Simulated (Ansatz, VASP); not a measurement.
Two plane-wave programs on BeTe

```
Be Te
1.0
     0.00000    2.68690    2.77000
     2.68690    0.00000    2.77000
     2.68690    2.68690    0.00000
Be Te
1 1
Direct
  0.00000 0.00000 0.00000
  0.75000 0.75000 0.75000
```

Change from the starting cell: strain -0.030 along x and y, +0.000 along z, atoms carried along.

Alike in both runs: task single point; functional PBE; k mesh 8 × 8 × 8; occupations gaussian, width 0.05 eV; no spin polarisation.

```csv
,VASP,Ansatz
version,VASP 6.6.1,Ansatz 0.2.0
potentials or method,"VASP PAW PBE potentials, release 64 (Be, Te), cutoff 520 eV","scalar-relativistic, plane waves, PAW"
valence electrons in the cell,8,18
```

VASP gave:

* gap on the k mesh at the Fermi level (eV): 1.54
* least direct gap on the mesh (eV): 3.42
* pressure (GPa): 9.5
* traceless stress, the component that is largest in VASP (GPa): -1.41

**Question.** Which values does Ansatz return?

**Answer.** gap on the k mesh at the Fermi level (eV): 1.55; least direct gap on the mesh (eV): 3.44; pressure (GPa): 9.3; traceless stress, the component that is largest in VASP (GPa): -1.41.

With one functional, cell and mesh, what is left measures potentials, basis and numerics. VASP's potentials hold 8 valence electrons a cell and Ansatz's 18, so a difference there can come from the potentials and not from the codes.

Spin-orbit coupling is off throughout.
